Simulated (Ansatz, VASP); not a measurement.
**Ag: VASP beside Ansatz**

```
Ag
1.0
    -1.28001    1.28001    1.28001
     1.28001   -1.28001    1.28001
     1.28001    1.28001   -1.28001
Ag
1
Cartesian
  0.0000 0.0000 0.0000
```

Change from the starting cell: volume scaled by 0.5, LAPW.

Alike in both runs: task single point; functional PBEsol; k mesh 18 × 18 × 18; occupations fermi-dirac, width 0.08 eV; no spin polarisation.

|  | VASP | Ansatz |
| --- | --- | --- |
| version | VASP 6.6.1 | Ansatz 0.2.0 |
| potentials or method | VASP PAW PBE potentials, release 64 (Ag), cutoff 520 eV | all-electron LAPW, scalar-relativistic |

Ansatz gave:

```
pressure (GPa) : 531.8
```

Question: Which values does VASP return?

Answer: Pressure (GPa): 531.6.

VASP's potentials were made for PBE, not for PBEsol. Both programs put the cell under a high pressure, so it lies far from rest at this level. Ansatz ran all-electron here, and VASP with PAW potentials.

Noted on VASP's run: the cell as given lies far from equilibrium.
